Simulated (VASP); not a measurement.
# PbS in VASP: notebook, part 2 of 2

VASP 6.6.1. Earlier steps stand in the parts before.

### 5 Single point, PBE (equal xx and yy strain of -3 %)

The input, INCAR:

```
  PREC = Accurate
  ENCUT = 520
  EDIFF = 1E-6
  ISMEAR = -1
  SIGMA = 0.01
  LREAL = False
  LASPH = True
  NELM = 80
  ALGO = Normal
  ISIF = 2
  LWAVE = False
  LCHARG = False
  GGA = PE
  NBANDS = 17
```

The input, KPOINTS:

```
regular mesh
0
Gamma
  8 8 8
```

The input, POSCAR:

```
PbS
1.0
    0.0000000000      2.8760500000      2.9650000000
    2.8760500000      0.0000000000      2.9650000000
    2.8760500000      2.8760500000      0.0000000000
Pb S
1 1
Direct
    0.0000000000      0.0000000000      0.0000000000
    0.5000000000      0.5000000000      0.5000000000
```

Potentials or basis: VASP PAW PBE potentials, release 64 (Pb_d, S).

Run with:

```
$ cat potpaw_PBE.64/Pb_d/POTCAR potpaw_PBE.64/S/POTCAR > POTCAR
$ mpirun -np 1 vasp_std > vasp.out
```

OUTCAR:

```text
PREC = Accurate
   ENCUT = 520
   EDIFF = 1E-6
   ISMEAR = -1
   LREAL = False
   LASPH = True
   NELM = 80
   ISIF = 2
   GGA = PE

 ion  position               nearest neighbor table
   1  0.000  0.000  0.000-   2 2.88   2 2.88   2 2.88   2 2.88   2 2.96   2 2.96
   2  0.500  0.500  0.500-   1 2.88   1 2.88   1 2.88   1 2.88   1 2.96   1 2.96

  LATTYP: Found a body centered tetragonal cell.
 ALAT       =     4.0673489161
 C/A-ratio  =     1.4579521262

  Lattice vectors:

 A1 = (  -2.8760500000,   0.0000000000,   2.9650000000)
 A2 = (   2.8760500000,   0.0000000000,   2.9650000000)
[... 647 lines left out ...]
      4     -10.2400      2.00000
      5     -10.2172      2.00000
      6      -6.4601      2.00000
[... 9 lines left out ...]
     16      16.3791      0.00000
     17      18.4569      0.00000

 [... further k-points ...]
[... 5 lines left out ...]
  --------------------------------------------------------------------------------------
  -------------------------------------------------------------------------------------
  Total        2.5539189      2.5539189      1.0238637      0.0000000      0.0000000     -0.0000000
  in kB       83.4199898     83.4199898     33.4429969      0.0000000      0.0000000     -0.0000000
  external PRESSURE =      66.7609922 kB  Pullay stress =       0.0000000 kB

 VOLUME and BASIS-vectors are now :
 -----------------------------------------------------------------------------
  energy-cutoff  :      520.00
  volume of cell :       49.05
      direct lattice vectors                 reciprocal lattice vectors
     0.000000000  2.876050000  2.965000000    -0.173849551  0.173849551  0.168634064
     2.876050000  0.000000000  2.965000000     0.173849551 -0.173849551  0.168634064
     2.876050000  2.876050000  0.000000000     0.173849551  0.173849551 -0.168634064

 POSITION                                       TOTAL-FORCE (eV/Angst)
 -----------------------------------------------------------------------------------
      0.00000      0.00000      0.00000        -0.000000      0.000000      0.000000
      2.87605      2.87605      2.96500         0.000000     -0.000000     -0.000000
 -----------------------------------------------------------------------------------
    total drift:                                0.000000     -0.000000     -0.000000

  FREE ENERGIE OF THE ION-ELECTRON SYSTEM (eV)
  ---------------------------------------------------
  free  energy   TOTEN  =        -8.6565862392 eV

  energy  without entropy=       -8.6565650495  energy(sigma->0) =       -8.65657564
```

OSZICAR:

```text
N       E                     dE             d eps       ncg     rms          rms(c)
DAV:   1     0.160032982054E+03    0.16003E+03   -0.98712E+03  2022   0.126E+03
DAV:   2     0.290848558807E+01   -0.15712E+03   -0.15136E+03  2145   0.318E+02
DAV:   3    -0.880810539288E+01   -0.11717E+02   -0.11610E+02  2654   0.926E+01
DAV:   4    -0.908306712177E+01   -0.27496E+00   -0.27473E+00  2551   0.152E+01
DAV:   5    -0.909345623105E+01   -0.10389E-01   -0.10388E-01  2918   0.291E+00    0.524E+00
DAV:   6    -0.865537190454E+01    0.43808E+00   -0.11837E+00  3257   0.797E+00    0.368E+00
DAV:   7    -0.865355904653E+01    0.18129E-02   -0.14119E-01  2472   0.196E+00    0.197E+00
DAV:   8    -0.865666590104E+01   -0.31069E-02   -0.14162E-02  2482   0.133E+00    0.120E-01
DAV:   9    -0.865645081472E+01    0.21509E-03   -0.23617E-03  3265   0.455E-01    0.935E-02
DAV:  10    -0.865657434098E+01   -0.12353E-03   -0.28813E-04  2313   0.120E-01    0.433E-02
DAV:  11    -0.865658552105E+01   -0.11180E-04   -0.67505E-05  2830   0.911E-02    0.255E-02
DAV:  12    -0.865658623917E+01   -0.71813E-06   -0.43653E-06  2606   0.182E-02
   1 F= -.86565862E+01 E0= -.86565756E+01  d E =-.211896E-04
```

Run time: 44 s. Hardware: 1 thread of AMD EPYC 7R43 (Zen 3), shared host; peak memory 0.17 GiB.

Results:

| Quantity | Value |
| --- | --- |
| Free energy | -8.6566 eV |
| Pressure | 6.7 GPa |
| Band gap on the k mesh | 0.09 eV, direct |

Levels at points of the mesh, in eV from the valence-band top:
```tsv
k point	band 8	band 9	band 10	band 11	band 12	band 13
(0.00, 0.00, 0.00)	-2.68	-2.68	-2.44	4.82	5.55	5.55
(0.50, 0.00, 0.00)	-2.19	-2.11	0.00	0.09	1.63	1.81
(0.50, 0.50, 0.00)	-5.82	-3.92	-3.92	3.57	5.45	5.95
(0.50, 0.00, 0.50)	-5.87	-4.15	-3.83	3.44	5.42	5.80
```

Caveat: the cell differs from its parent crystal (equal xx and yy strain of -3 %); spin-orbit coupling is left out, which moves the levels of the heavy elements. A k mesh can miss the band edges.

### 6 Single point, PBE (zz strain of -2 %)

The input, INCAR:

```
  PREC = Accurate
  ENCUT = 520
  EDIFF = 1E-7
  ISMEAR = -1
  SIGMA = 0.01
  LREAL = F
  LASPH = T
  NELM = 100
  ALGO = Normal
  ISIF = 2
  LWAVE = F
  LCHARG = T
  GGA = PE
  LELF = T
  LVHAR = T
  NBANDS = 17
```

KPOINTS is that of step 5.

The input, POSCAR:

```
PbS
1.0
    0.0000000000      2.9650000000      2.9057000000
    2.9650000000      0.0000000000      2.9057000000
    2.9650000000      2.9650000000      0.0000000000
Pb S
1 1
Direct
    0.0000000000      0.0000000000      0.0000000000
    0.5000000000      0.5000000000      0.5000000000
```

Potentials or basis: VASP PAW PBE potentials, release 64 (Pb_d, S).

Run with:

```
$ cat potpaw_PBE.64/Pb_d/POTCAR potpaw_PBE.64/S/POTCAR > POTCAR
$ mpirun -np 1 vasp_std > vasp.out
```

Wall time 42 s (1 thread of AMD EPYC 7R43 (Zen 3), shared host); peak memory 0.16 GiB.

Results (log left out):

```
Free energy            : -8.7301 eV
Pressure               : 3.6 GPa
Band gap on the k mesh : 0.27 eV, direct
```

Stress tensor (GPa, compression positive):
```
2.59 0.00 0.00
0.00 2.59 0.00
0.00 0.00 5.60
```

Levels at points of the mesh, in eV from the valence-band top:
```
           k point  band 7  band 8  band 9  band 10  band 11  band 12  band 13  band 14
(0.00, 0.00, 0.00)   -6.03   -2.43   -2.26    -2.26     5.09     5.09     5.56     6.60
(0.50, 0.00, 0.00)   -9.01   -1.93   -1.89     0.00     0.27     1.82     1.95     8.65
(0.50, 0.50, 0.00)   -7.34   -5.44   -3.65    -3.65     3.68     5.65     5.65     5.77
(0.50, 0.00, 0.50)   -7.23   -5.40   -3.71    -3.50     3.76     5.54     5.55     6.00
```

Caveat: the cell differs from its parent crystal (zz strain of -2 %); spin-orbit coupling is left out, which moves the levels of the heavy elements. A k mesh can miss the band edges.

### 7 Overview

```tsv
cell	gap on the mesh (eV)	pressure (GPa)
a = 4.152 Å, angles 61.3°, 2 atoms	0.17	2.2
a = 4.214 Å, angles 59.3°, 2 atoms	0.27	2.2
a = 4.257 Å, angles 58.0°, 2 atoms	0.08	2.2
a = 4.131, b = 4.131, c = 4.067 Å, angles 60.5, 60.5, 59.0°, 2 atoms	0.09	6.7
a = 4.151, b = 4.151, c = 4.193 Å, angles 59.7, 59.7, 60.7°, 2 atoms	0.27	3.6
```

Alike in all rows: task single point; level PBE; potentials or basis VASP PAW PBE potentials, release 64 (Pb_d, S); no spin polarisation; k mesh 8 × 8 × 8; cutoff (eV) 520; smearing fermi-dirac 0.01 eV.

Caveats: spin-orbit coupling is left out, which moves the levels of the heavy elements.

Total energies depend on the potentials used, so only differences within one code and one set of settings carry meaning.
